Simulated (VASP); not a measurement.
Input of a VASP 6.6.1 run:

The input INCAR:

```
SYSTEM = Ti23O48
  PREC = Accurate
  ENCUT = 520
  EDIFF = 1E-6
  ISMEAR = -1
  SIGMA = 0.05
  LREAL = Auto
  LASPH = .TRUE.
  NELM = 120
  ALGO = Normal
  ISIF = 2
  LWAVE = .FALSE.
  LCHARG = .FALSE.
  GGA = PS
  NELECT = 566.0
  ISYM = -1
  NBANDS = 323
  GGA_COMPAT = .FALSE.
```

KPOINTS

```
explicit points
1
Reciprocal
  0.25000000   0.25000000   0.25000000 1
```

The input POSCAR:

```
Ti23O48
1.0
    9.1828280000      0.0000000000      0.0000000000
    0.0000000000      9.1828280000      0.0000000000
    0.0000000000      0.0000000000      8.8166120000
Ti O
23 48
Direct
    0.0002280000      0.9995190000      0.0008630000
    0.0004560000      0.9996510000      0.3337420000
    0.0005100000      0.0002420000      0.6665160000
    0.0008740000      0.5003100000      0.9999690000
    0.0003030000      0.5001510000      0.3332240000
    0.0009420000      0.4990940000      0.6665010000
    0.5013980000      0.0001800000      0.0001360000
    0.5002670000      0.0000280000      0.3334240000
    0.5005840000      0.9993060000      0.6667220000
    0.5002410000      0.4997360000      0.0121990000
    0.5004730000      0.5002860000      0.6537600000
    0.2557770000      0.2552970000      0.1724200000
    0.2568070000      0.2558690000      0.4948880000
    0.2473490000      0.2459610000      0.8338710000
    0.2554790000      0.7447050000      0.1671150000
    0.2554880000      0.7451830000      0.4993940000
    0.2561450000      0.7445720000      0.8333420000
    0.7455780000      0.2545730000      0.1670150000
    0.7453340000      0.2551890000      0.4992090000
    0.7449720000      0.2558550000      0.8330550000
    0.7439740000      0.7435730000      0.1720420000
    0.7451320000      0.7442450000      0.4943940000
    0.7544010000      0.7530110000      0.8329520000
    0.1524270000      0.1516540000      0.9985130000
    0.1515650000      0.1507530000      0.3337910000
    0.1525090000      0.1516790000      0.6689400000
    0.1465800000      0.6541930000      0.9979750000
    0.1505600000      0.6518650000      0.3329240000
    0.1468950000      0.6541120000      0.6689050000
    0.6550360000      0.1456810000      0.9978130000
    0.6524550000      0.1498630000      0.3329150000
    0.6548890000      0.1461520000      0.6687600000
    0.6528120000      0.6520320000      0.9989190000
    0.6579880000      0.6571570000      0.3338500000
    0.6526130000      0.6518660000      0.6673880000
    0.3482750000      0.3475450000      0.9992900000
    0.3430370000      0.3421030000      0.3330010000
    0.3481280000      0.3474150000      0.6677090000
    0.3461560000      0.8533760000      0.9977360000
    0.3485030000      0.8497360000      0.3335980000
    0.3461080000      0.8536640000      0.6686150000
    0.8543220000      0.3452570000      0.9975480000
    0.8502860000      0.3477990000      0.3335450000
    0.8543930000      0.3453280000      0.6684290000
    0.8485100000      0.8477330000      0.9978310000
    0.8494780000      0.8486590000      0.3328840000
    0.8486210000      0.8477160000      0.6682370000
    0.0985790000      0.4030450000      0.1662890000
    0.0992240000      0.4034190000      0.5001410000
    0.1007960000      0.4040400000      0.8334380000
    0.0977950000      0.9025110000      0.1657920000
    0.0977130000      0.9024340000      0.5010570000
    0.0984520000      0.9017970000      0.8333870000
    0.6090360000      0.3934420000      0.1466300000
    0.6063230000      0.3915050000      0.5188550000
    0.6005520000      0.3996420000      0.8330340000
    0.5969270000      0.9010200000      0.1661780000
    0.5972380000      0.9015580000      0.5001530000
    0.5962150000      0.8993900000      0.8329900000
    0.4038430000      0.0978530000      0.1662330000
    0.4041200000      0.0983470000      0.5004700000
    0.4048830000      0.0999590000      0.8334770000
    0.3944440000      0.6080660000      0.1471550000
    0.3919830000      0.6058970000      0.5189490000
    0.4004020000      0.5997730000      0.8330730000
    0.9033040000      0.0969750000      0.1659110000
    0.9032640000      0.0968830000      0.5011220000
    0.9025940000      0.0975750000      0.8335340000
    0.9017440000      0.5960890000      0.1661060000
    0.9024200000      0.5964900000      0.5003310000
    0.9002370000      0.5953230000      0.8329600000
```

Potentials or basis: VASP PAW PBE potentials, release 64 (Ti_sv, O).

Launch:

```bash
$ cat potpaw_PBE.64/Ti_sv/POTCAR potpaw_PBE.64/O/POTCAR > POTCAR
$ mpirun -np 1 vasp_std > vasp.out
```

Task: Estimate the largest force.

Result: 0.121 eV/Å.

Forces in eV/Å, atoms in the order of the input:
```
Ti   0.016 -0.001 -0.001
Ti   0.013  0.008 -0.006
Ti   0.007 -0.002  0.012
Ti  -0.001 -0.009 -0.008
Ti   0.001 -0.010 -0.015
Ti  -0.002 -0.004  0.014
Ti  -0.009 -0.006 -0.005
Ti   0.006  0.003 -0.013
Ti   0.004  0.008  0.009
Ti   0.002 -0.017 -0.065
Ti  -0.007 -0.005  0.069
Ti  -0.019 -0.015 -0.057
Ti  -0.032 -0.029  0.063
Ti   0.000  0.008  0.012
Ti  -0.049  0.052  0.010
Ti  -0.044  0.035 -0.012
Ti  -0.028  0.025 -0.009
Ti   0.056 -0.054  0.018
Ti   0.058 -0.060 -0.010
Ti   0.021 -0.031 -0.007
Ti   0.032  0.031 -0.077
Ti   0.025  0.030  0.085
Ti  -0.012 -0.001  0.000
O   -0.018 -0.020  0.010
O   -0.020 -0.021  0.000
O   -0.013 -0.008 -0.035
O   -0.002  0.006  0.005
O   -0.007 -0.004  0.008
O   -0.007  0.004 -0.009
O    0.006  0.003  0.005
O   -0.002 -0.006  0.001
O    0.000 -0.008 -0.002
O   -0.011 -0.009 -0.001
O   -0.083 -0.083  0.010
O   -0.010 -0.009  0.008
O    0.017  0.018 -0.019
O    0.085  0.085 -0.011
O    0.017  0.016 -0.002
O    0.000  0.010  0.003
O   -0.003 -0.001 -0.009
O   -0.005  0.003 -0.008
O    0.003  0.003  0.011
O    0.013  0.008 -0.010
O    0.006 -0.002 -0.003
O    0.007  0.005  0.032
O    0.007  0.006 -0.004
O    0.012  0.018 -0.019
O    0.024 -0.018  0.008
O    0.017 -0.019  0.002
O    0.017 -0.016  0.006
O    0.031 -0.032  0.003
O    0.024 -0.026 -0.004
O    0.029 -0.033  0.004
O   -0.033  0.032  0.041
O   -0.024  0.024 -0.020
O   -0.020  0.022  0.002
O    0.014 -0.013  0.010
O    0.016 -0.016 -0.002
O    0.016 -0.016  0.008
O   -0.022  0.023  0.002
O   -0.016  0.015 -0.005
O   -0.010  0.012  0.001
O    0.022 -0.024  0.043
O    0.027 -0.028 -0.025
O    0.018 -0.017  0.005
O   -0.030  0.029 -0.006
O   -0.040  0.038 -0.018
O   -0.035  0.036 -0.013
O   -0.020  0.023 -0.001
O   -0.021  0.018 -0.007
O   -0.012  0.014  0.003
```

Caveat: the cell carries a net charge on a neutralising background, which shifts energy and pressure; the PAW data sets were made with another functional, which shifts forces and pressure a little.
